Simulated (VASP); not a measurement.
Set up this calculation in VASP 6.6.1, as the native input.

| Item | Value |
| --- | --- |
| Task | single point |
| Functional | PBE |
| Dispersion | D3(BJ) |
| Potentials or basis | VASP PAW PBE potentials, release 64 (Ti_sv, O) |
| Cutoff | 520 eV |
| k mesh | 9 × 9 × 9 |
| Occupations | gaussian, width 0.05 eV |
| Spin | no spin polarisation |
| Hubbard terms | Ti d U = 4.0 eV |
| Dipole correction | no |
| Further INCAR settings | ALGO = Normal; EDIFF = 1e-07; NBANDS = 19 |

The structure of TiO2 lies in POSCAR:

```
TiO2
1.0
    1.5742500000      0.9088936613      4.8951988906
   -1.5742500000      0.9088936613      4.8951988906
    0.0000000000     -1.8177873226      4.8951988906
Ti O
1 2
Direct
    0.0000000000      0.0000000000      0.0000000000
    0.6017580785      0.6017580785      0.6017580785
    0.3982419215      0.3982419215      0.3982419215
```

The input as run:

INCAR

```
PREC = Accurate
ENCUT = 520
EDIFF = 1E-7
ISMEAR = 0
SIGMA = 0.05
LREAL = False
LASPH = True
NELM = 150
ALGO = Normal
ISIF = 2
LWAVE = False
LCHARG = False
LMAXMIX = 4
LDAU = True
LDAUTYPE = 2
LDAUL = 2 -1
LDAUU = 4 0
LDAUJ = 0 0
LDAUPRINT = 1
GGA = PE
IVDW = 12
NBANDS = 19
```

KPOINTS

```
Automatic mesh
0
Gamma
  9 9 9
```

Potentials or basis: VASP PAW PBE potentials, release 64 (Ti_sv, O).

Run with:

```console
$ cat potpaw_PBE.64/Ti_sv/POTCAR potpaw_PBE.64/O/POTCAR > POTCAR
$ mpirun -np 1 vasp_std > vasp.out
```

Results of the run:

```json
{
  "Pressure": "-13.2 GPa",
  "Largest force": "0.644 eV/Å",
  "Band gap on the k mesh": "2.58 eV (least direct gap 2.84 eV)",
  "Dispersion energy per atom": "-0.176 eV"
}
```

Caveat: the stress differs along the axes, from -17 to -4 GPa.

Run time: 4.3 min on 1 thread of Intel Xeon 8259CL (shared host), peak memory 0.28 GiB.
